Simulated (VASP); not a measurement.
**Bi: single point with PBE+D3(BJ)**

The system is Bi.

```
Bi
1.0
    -1.99790    1.99790    1.99790
     1.99790   -1.99790    1.99790
     1.99790    1.99790   -1.99790
Bi
1
Direct
  0.00000 0.00000 0.00000
```

This cell differs from its parent crystal: volume scaled by 1.06.

| Item | Value |
| --- | --- |
| Program | VASP 6.6.1 |
| Task | single point |
| Functional | PBE |
| Dispersion | D3(BJ) |
| Potentials or basis | VASP PAW PBE potentials, release 64 (Bi_d) |
| Cutoff | 520 eV |
| k mesh | 16 × 16 × 16 |
| Occupations | gaussian, width 0.1 eV |
| Spin | no spin polarisation |

```
Pressure                   : -2.9 GPa
Dispersion energy per atom : -0.494 eV
```

Levels at points of the mesh, in eV from the Fermi level:
```csv
k point,band 3,band 4,band 5,band 6,band 7,band 8,band 9,band 10,band 11,band 12
"(0.00, 0.00, 0.00)",-23.00,-22.88,-22.88,-13.33,4.97,4.97,4.97,8.84,10.49,10.49
"(0.50, 0.00, 0.00)",-22.89,-22.89,-22.80,-10.42,-4.91,1.55,3.41,5.90,7.52,12.27
"(0.50, 0.50, 0.50)",-22.82,-22.82,-22.82,-8.42,-1.73,-1.73,-1.73,3.58,3.58,15.30
```

Wall time 83 s on 1 thread of Intel(R) Xeon(R) Platinum 8259CL CPU @ 2.50GHz (Skylake/Cascade Lake), with other jobs on the host, peak memory 0.2 GiB.

Caveat: spin-orbit coupling is left out, which moves the levels of the heavy elements; pairwise dispersion overbinds metals, which lowers pressure and volume.
